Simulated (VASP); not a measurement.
Wanted: the native input for a VASP 6.6.1 run.

```yaml
Task: single point
Functional: PBE
Potentials_or_basis: VASP PAW PBE potentials, release 64 (Na_pv, Ba_sv, V_sv, Co, O)
Cutoff: 520 eV
k_mesh: 4 × 4 × 3
Occupations: fermi-dirac, width 0.02 eV
Spin: collinear spin, ferromagnetic start
Starting_moments: "[0.0, 0.0, 0.0, 0.0, 0.0, 3.0, 0.0, 0.0, 0.0, 0.0, 0.0, 0.0, 0.0, 0.0] μB"
Dipole_correction: no
Further_INCAR_settings: ALGO = Normal; EDIFF = 1e-06; NBANDS = 70
```

The structure of BaNa2V2CoO8 lies in POSCAR:

```
BaNa2V2CoO8
1.0
    5.5489000000      0.0000000000      0.0000000000
   -2.7744500000      4.8054883631      0.0000000000
    0.0000000000      0.0000000000      7.0741000000
Na Ba V Co O
2 1 2 1 8
Direct
    0.6666666667      0.3333333333      0.6613643284
    0.3333333333      0.6666666667      0.3386356716
    0.0000000000      0.0000000000      0.0000000000
    0.3333333333      0.6666666667      0.7683163638
    0.6666666667      0.3333333333      0.2316836362
    0.0000000000      0.0000000000      0.5000000000
    0.6666666667      0.3333333333      0.9907790381
    0.3333333333      0.6666666667      0.0092209619
    0.3332643613      0.1666321807      0.3222307552
    0.8333678193      0.1666321807      0.3222307552
    0.8333678193      0.6667356387      0.3222307552
    0.1666321807      0.3332643613      0.6777692448
    0.1666321807      0.8333678193      0.6777692448
    0.6667356387      0.8333678193      0.6777692448
```

These files were run (other wordings do the same):

INCAR

```
SYSTEM = BaNa2V2CoO8
PREC = Accurate
ENCUT = 520
EDIFF = 1E-6
ISMEAR = -1
SIGMA = 0.02
LREAL = .FALSE.
LASPH = .TRUE.
NELM = 150
ALGO = Normal
ISIF = 2
LWAVE = .FALSE.
LCHARG = .TRUE.
ISPIN = 2
MAGMOM = 0 0 0 0 0 3 0 0 0 0 0 0 0 0
LORBIT = 11
LMAXMIX = 4
GGA = PE
LELF = .TRUE.
LVHAR = .TRUE.
NBANDS = 70
```

KPOINTS

```
Automatic mesh
0
G
  4 4 3
  0 0 0
```

Potentials or basis: VASP PAW PBE potentials, release 64 (Na_pv, Ba_sv, V_sv, Co, O).

The run is started by

```console
$ cat potpaw_PBE.64/Na_pv/POTCAR potpaw_PBE.64/Ba_sv/POTCAR potpaw_PBE.64/V_sv/POTCAR potpaw_PBE.64/Co/POTCAR potpaw_PBE.64/O/POTCAR > POTCAR
$ mpirun -np 1 vasp_std > vasp.out
```

It gave:

| Item | Value |
| --- | --- |
| Pressure | 2.3 GPa |
| Largest force | 0.195 eV/Å |
| Band gap on the k mesh | zero (filled and empty bands overlap) |
| Net moment | 3.00 μB per cell |
| Site moments | Na -0.00; Ba +0.00; V +0.06; Co +2.54; O -0.00, +0.05 (each value once) μB |
| Valence electrons inside the program's atomic spheres | Na 6.01; Ba 7.87; V 12.18; Co 7.83; O 4.99, 5.02 (each value once) |

Caveat: spin-orbit coupling is left out, which moves the levels of the heavy elements; a cell with one magnetic atom can't hold antiferromagnetic order, which such compounds often take; semilocal functionals often make such compounds metallic where correlation or magnetic order opens a gap, which also shifts bond lengths.

Run time: 6.4 min on 1 thread of Intel(R) Xeon(R) Platinum 8375C CPU @ 2.90GHz (Ice Lake), with other jobs on the host, peak memory 0.47 GiB.
